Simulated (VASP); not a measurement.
## CuO: single point with PBE

The system is CuO.

```
Cu O
1.0
     0.00000    2.14441    2.14441
     2.14441    0.00000    2.14441
     2.14441    2.14441    0.00000
Cu O
1 1
Cartesian
  2.0074 2.0104 0.1235
  2.2814 2.2784 2.0209
```

```yaml
Program: VASP 6.6.1
Task: single point
Functional: PBE
Potentials_or_basis: VASP PAW PBE potentials, release 64 (Cu, O)
Cutoff: 520 eV
k_mesh: 11 × 11 × 11
Occupations: fermi-dirac, width 0.05 eV
Spin: no spin polarisation
Dipole_correction: no
Further_INCAR_settings: ALGO = Normal; EDIFF = 1e-06; NBANDS = 16
```

```yaml
Pressure: 10.6 GPa
Largest_force: 0.744 eV/Å
Band_gap_on_the_k_mesh: zero (an odd number of electrons rules out a gap without spin polarisation)
```

Forces on the atoms (eV/Å):
```
Cu   0.503  0.454 -0.308
O   -0.503 -0.454  0.308
```

Stress tensor (GPa, compression positive):
```
11.90 -3.26  2.65
-3.26 11.14  2.49
 2.65  2.49  8.76
```

Levels at points of the mesh, in eV from the Fermi level:
```
           k point  band 5  band 6  band 7  band 8  band 9  band 10  band 11  band 12  band 13  band 14
(0.00, 0.00, 0.00)   -2.38   -2.35   -0.49   -0.21   -0.17     1.35    16.75    17.84    17.97    18.65
```

Run time: 3.2 min on 1 thread of Intel Xeon 8259CL, with other jobs on the host, peak memory 0.31 GiB.

Caveat: the cell stands under pressure; an odd number of electrons without spin polarisation forces a metal; a magnetic or distorted state may lie lower; semilocal functionals often make such compounds metallic where correlation or magnetic order opens a gap, which also shifts bond lengths. With open d or f shells a metallic result of PBE can be an artefact of self-interaction; +U or a hybrid may open a gap.
